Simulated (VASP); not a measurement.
# Ga2S: relaxation of cell and atoms with PBE

The system is Ga2S.

```
Ga S
1.0
     4.90382    0.00000    0.00000
    -2.45191    4.24683    0.00000
     0.00000    0.00000    2.69558
Ga S
2 1
Direct
  0.33333 0.66667 0.50000
  0.66667 0.33333 0.50000
  0.00000 0.00000 0.50000
```

The cell was generated, and may not be a known phase.

- Program: VASP 6.6.1
- Task: relaxation of cell and atoms
- Functional: PBE
- Potentials or basis: VASP PAW PBE potentials, release 64 (Ga_d, S)
- Cutoff: 600 eV
- k mesh: 6 × 6 × 6
- Occupations: gaussian, width 0.1 eV
- Spin: no spin polarisation
- Dipole correction: no
- Further INCAR settings: ALGO = Normal; EDIFF = 1e-06; IBRION = 2; EDIFFG = -0.04; NSW = 90; ISIF = 3

```
Relaxed volume                        : 19.01 Å³/atom
Relaxed cell                          : a = 4.928 Å, b = 4.928 Å, c = 2.712 Å, α = 90.00°, β = 90.00°, γ = 120.00°
Space group after relaxing (to 0.1 Å) : P6/mmm (No. 191)
Energy gained by relaxing             : 0.8 meV/atom
Ionic steps                           : 5
Pressure after relaxing               : 0.0 GPa
Band gap on the k mesh                : zero (bands 16 and 17 overlap by 3.43 eV)
```

Stress tensor (GPa, compression positive):
```
-0.17  0.00  0.00
 0.00 -0.17  0.00
 0.00  0.00  0.24
```

Step by step:
```csv
step,energy change (eV),largest force (eV/Å),pressure (GPa),volume (Å³)
1,0.0000,0.0000,0.77,56.14
2,-0.0023,0.0000,0.17,56.88
3,-0.0024,0.0000,-0.28,57.09
4,-0.0024,0.0000,0.26,56.97
5,-0.0024,0.0000,-0.03,57.03
```

Final structure:
```xyz
3
Lattice="4.9280 0.0000 0.0000 -2.4640 4.2677 0.0000 0.0000 0.0000 2.7117" Properties=species:S:1:pos:R:3 pbc="T T T"
Ga    0.0000    2.8452    1.3559
Ga    2.4640    1.4226    1.3559
S    -2.4640    4.2677    1.3559
```

Levels at points of the mesh, in eV from the Fermi level:
```csv
k point,band 13,band 14,band 15,band 16,band 17,band 18,band 19,band 20
"(0.00, 0.00, 0.00)",-4.19,-4.19,-3.59,-1.68,-1.68,2.39,7.85,7.85
"(0.50, 0.00, 0.00)",-6.33,-5.29,-0.79,1.75,1.84,2.49,4.28,5.71
"(0.00, 0.00, 0.50)",-3.59,-2.23,-2.23,-1.46,1.34,1.44,1.59,1.59
"(0.50, 0.00, 0.50)",-5.12,-2.99,-2.26,-2.02,-0.42,1.71,4.29,4.56
```

Run time: 44 s on 1 thread of Intel(R) Xeon(R) 6975P-C (Granite Rapids), on a shared host, peak memory 0.21 GiB.

Caveat: the k points lie up to 0.39 Å⁻¹ apart in the final cell, too coarse for converged energies and pressures of a metal.
